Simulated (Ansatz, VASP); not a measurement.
Two plane-wave programs on Ge

```
CELL_PARAMETERS angstrom
4.03063 0.00000 0.00000
-2.01531 3.49062 0.00000
0.00000 0.00000 6.65392
ATOMIC_POSITIONS crystal
Ge 0.66667 0.33333 0.06290
Ge 0.33333 0.66667 0.56290
Ge 0.66667 0.33333 0.43710
Ge 0.33333 0.66667 0.93710
```

Alike in both runs: task single point; functional r2SCAN; k mesh 7 × 7 × 4; occupations methfessel-paxton of order 1, width 0.15 eV; no spin polarisation.

```csv
,VASP,Ansatz
version,VASP 6.6.1,Ansatz 0.2.0
potentials or method,"VASP PAW PBE potentials, release 64 (Ge_d), cutoff 520 eV","plane waves, PAW"
valence electrons in the cell,56,56
```

```tsv
	VASP	Ansatz	Ansatz less VASP
pressure (GPa)	-1.6	-1.7	-0.06
traceless stress, the component that is largest in VASP (GPa)	-0.07	-0.07	0.000
```

VASP's potentials were made for PBE, not for r2SCAN.
